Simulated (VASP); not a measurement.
The system is Au.

```
Au
1.0
     2.74841    0.00000    0.00000
     0.00000    2.74841    0.00000
     0.00000    0.00000    2.74841
Au
1
Direct
  0.50000 0.50000 0.50000
```

| Property | Result |
| --- | --- |
| Program | VASP 6.6.1 |
| Task | relaxation of cell and atoms |
| Functional | RPBE |
| Potentials or basis | VASP PAW PBE potentials, release 64 (Au) |
| Cutoff | 600 eV |
| k mesh | 10 × 10 × 10 |
| Occupations | fermi-dirac, width 0.05 eV |
| Spin | no spin polarisation |

At the start: pressure 3.5 GPa; volume 20.76 Å³/atom.

Problem. Where does the relaxation end?

Solution. Over 3 steps the energy falls by 7.6 meV/atom and the volume is 21.49 Å³/atom (+3.5 %); space group Pm-3m (No. 221, to 0.05 Å).

The path:
```tsv
step	energy change (eV)	largest force (eV/Å)	pressure (GPa)	volume (Å³)
1	0.0000	0.0000	3.48	20.76
2	-0.0023	0.0000	-2.50	22.14
3	-0.0076	0.0000	0.00	21.49
```

Final structure:
```cif
data_structure
_symmetry_space_group_name_H-M 'P 1'
_symmetry_Int_Tables_number 1
_cell_length_a 2.7803
_cell_length_b 2.7803
_cell_length_c 2.7803
_cell_angle_alpha 90.000
_cell_angle_beta 90.000
_cell_angle_gamma 90.000
_cell_volume 21.49
loop_
_atom_site_label
_atom_site_type_symbol
_atom_site_fract_x
_atom_site_fract_y
_atom_site_fract_z
_atom_site_occupancy
Au1 Au 0.50000 0.50000 0.50000 1
```

Caveat: the PAW data sets were made with another functional, which shifts forces and pressure a little.
